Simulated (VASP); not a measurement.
## Ba: single point with r2SCAN

Ba:

```
Ba
1.0
     7.11989    0.00000    0.00000
    -3.55994    6.16600    0.00000
     0.00000    0.00000    4.17822
Ba
3
Direct
  0.00000 0.00000 0.00000
  0.33333 0.66667 0.50000
  0.66667 0.33333 0.50000
```

This isn't the form of Ba at room conditions, which is bcc.

```json
{
 "Program": "VASP 6.6.1",
 "Task": "single point",
 "Functional": "r2SCAN",
 "Potentials or basis": "VASP PAW PBE potentials, release 64 (Ba_sv)",
 "Cutoff": "520 eV",
 "k mesh": "6 × 6 × 8",
 "Occupations": "fermi-dirac, width 0.1 eV",
 "Spin": "no spin polarisation",
 "Dipole correction": "no",
 "Further INCAR settings": "ALGO = Normal; EDIFF = 1e-07; NBANDS = 22"
}
```

* Pressure: 0.8 GPa
* Band gap on the k mesh: zero (bands 15 and 16 overlap by 0.60 eV)

Levels at points of the mesh, in eV from the Fermi level:
```
           k point  band 11  band 12  band 13  band 14  band 15  band 16  band 17  band 18  band 19  band 20
(0.00, 0.00, 0.00)   -14.40   -14.36    -2.91    -0.24     0.48     0.48     0.56     0.56     0.84     1.75
(0.50, 0.00, 0.00)   -14.43   -14.38    -1.57    -1.46    -0.90     0.76     0.90     0.99     1.10     1.22
(0.00, 0.00, 0.50)   -14.48   -14.48    -0.54    -0.46    -0.46    -0.10    -0.10    -0.09     1.64     1.64
(0.50, 0.00, 0.50)   -14.46   -14.45    -0.74    -0.55    -0.26     0.19     0.49     0.71     1.38     1.46
```

Wall time 6.9 min on 1 thread of Intel(R) Xeon(R) 6975P-C (Granite Rapids), on a shared host, peak memory 0.39 GiB.

Caveat: the PAW data sets were made with another functional, which shifts forces and pressure a little; spin-orbit coupling is left out, which moves the levels of the heavy elements.
